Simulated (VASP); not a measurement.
A run of VASP 6.6.1 is set up as follows.

The input INCAR:

```
PREC = Accurate
ENCUT = 520
EDIFF = 1E-6
ISMEAR = 0
SIGMA = 0.05
LREAL = F
LASPH = T
NELM = 100
ALGO = Normal
ISIF = 2
LWAVE = F
LCHARG = T
GGA = PS
LELF = T
LVHAR = T
NBANDS = 11
```

File KPOINTS:

```
regular mesh
0
Gamma
  10 10 10
```

Contents of POSCAR:

```
AlN
1.0
   -0.0547747125      2.0305569810      2.0305569810
    2.0305569810     -0.0547747125      2.0305569810
    2.0305569810      2.0305569810     -0.0547747125
Al N
1 1
Direct
    0.5000000000      0.5000000000      0.5000000000
    0.0000000000      0.0000000000      0.0000000000
```

Potentials or basis: VASP PAW PBE potentials, release 64 (Al, N).

Launch:

```bash
$ cat potpaw_PBE.64/Al/POTCAR potpaw_PBE.64/N/POTCAR > POTCAR
$ mpirun -np 1 vasp_std > vasp.out
```

Q: Estimate the band gap on the k mesh.

A: 3.58 eV, indirect (least direct gap 4.52 eV).

Q: What does it give for the pressure?

A: -12.2 GPa.

Stress tensor (GPa, compression positive):
```
-12.17   7.43   7.43
  7.43 -12.17   7.43
  7.43   7.43 -12.17
```

Caveat: the PAW data sets were made with another functional, which shifts forces and pressure a little. A k mesh can miss the band edges.
